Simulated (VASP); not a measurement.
Crystal: AlGaN.

```
CELL_PARAMETERS angstrom
4.48832 0.00000 0.00000
-2.24416 3.88700 0.00000
0.00000 0.00000 6.12213
ATOMIC_POSITIONS crystal
Al 0.33333 0.66667 0.75000
Al 0.66667 0.33333 0.25000
Ga 0.00000 0.00000 0.25000
Ga 0.00000 0.00000 0.75000
N 0.33333 0.66667 0.25000
N 0.66667 0.33333 0.75000
```

```yaml
Program: VASP 6.6.1
Task: relaxation of cell and atoms
Functional: PBE
Potentials_or_basis: VASP PAW PBE potentials, release 64 (Al, Ga_d, N)
Cutoff: 600 eV
k_mesh: 6 × 6 × 4
Occupations: gaussian, width 0.1 eV
Spin: no spin polarisation
```

At the start: pressure -11.4 GPa; volume 17.80 Å³/atom.

Problem. Where does the relaxation end?

Solution. Over 9 steps the energy falls by 427.5 meV/atom and the volume is 13.07 Å³/atom (-26.6 %); space group P6_3/mmc (No. 194, to 0.05 Å).

Step by step:
| step | energy change (eV) | largest force (eV/Å) | pressure (GPa) | volume (Å³) |
| --- | --- | --- | --- | --- |
| 1 | 0.0000 | 0.0000 | -11.36 | 106.81 |
| 2 | -1.0167 | 0.0000 | -3.12 | 88.45 |
| 3 | -1.0961 | 0.0000 | 1.30 | 83.74 |
| 4 | -1.9486 | 0.0000 | 5.96 | 75.56 |
| 5 | -2.1484 | 0.0000 | 13.10 | 70.77 |
| 6 | -2.4754 | 0.0000 | 2.82 | 77.81 |
| 7 | -2.5149 | 0.0000 | 4.51 | 75.86 |
| 8 | -2.5570 | 0.0000 | -1.43 | 79.55 |
| 9 | -2.5650 | 0.0000 | 0.13 | 78.44 |

Final structure:
```yaml
crystal:
  lattice:
    - [4.48255, 0.00000, 0.00000]
    - [-2.24128, 3.88200, 0.00000]
    - [0.00000, 0.00000, 4.50780]
  atoms:
    - { symbol: Al, position: [0.33333, 0.66667, 0.75000] }
    - { symbol: Al, position: [0.66667, 0.33333, 0.25000] }
    - { symbol: Ga, position: [0.00000, 0.00000, 0.25000] }
    - { symbol: Ga, position: [0.00000, 0.00000, 0.75000] }
    - { symbol: N, position: [0.33333, 0.66667, 0.25000] }
    - { symbol: N, position: [0.66667, 0.33333, 0.75000] }
```

Caveat: the volume moved by over 15 % at a fixed basis, so the end points are rough.
